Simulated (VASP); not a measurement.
Crystal: BP.

```
P B
1.0
     0.00000    2.26900    2.26900
     2.26900    0.00000    2.26900
     2.26900    2.26900    0.00000
P B
1 1
Direct
  0.75000 0.75000 0.75000
  0.00000 0.00000 0.00000
```

Base run:

| Quantity | Value |
| --- | --- |
| Program | VASP 6.6.1 |
| Functional | PBE |
| Potentials or basis | VASP PAW PBE potentials, release 64 (P, B) |
| Cutoff | 520 eV |
| k mesh | 18 × 18 × 18 |
| Occupations | fermi-dirac, width 0.05 eV |
| Spin | no spin polarisation |

Its results: band gap on the k mesh 1.25 eV, indirect (least direct gap 3.40 eV); pressure 0.9 GPa.

**Question.** After a change of settings the same cell gave: band gap on the k mesh 4.67 eV, indirect (least direct gap 7.12 eV); pressure -0.8 GPa. Which change was it?
A. cutoff from 520 eV to 500 eV; k mesh from 18 × 18 × 18 to 10 × 10 × 10; occupations from fermi-dirac, width 0.05 eV to gaussian, width 0.028 eV
B. k mesh from 18 × 18 × 18 to 14 × 14 × 14
C. functional from PBE to BHLYP; k mesh from 18 × 18 × 18 to 5 × 5 × 5

**Answer.** C.

Caveats: some runs use coarse meshes; the PAW data sets were made with another functional, which shifts forces and pressure a little (some runs).
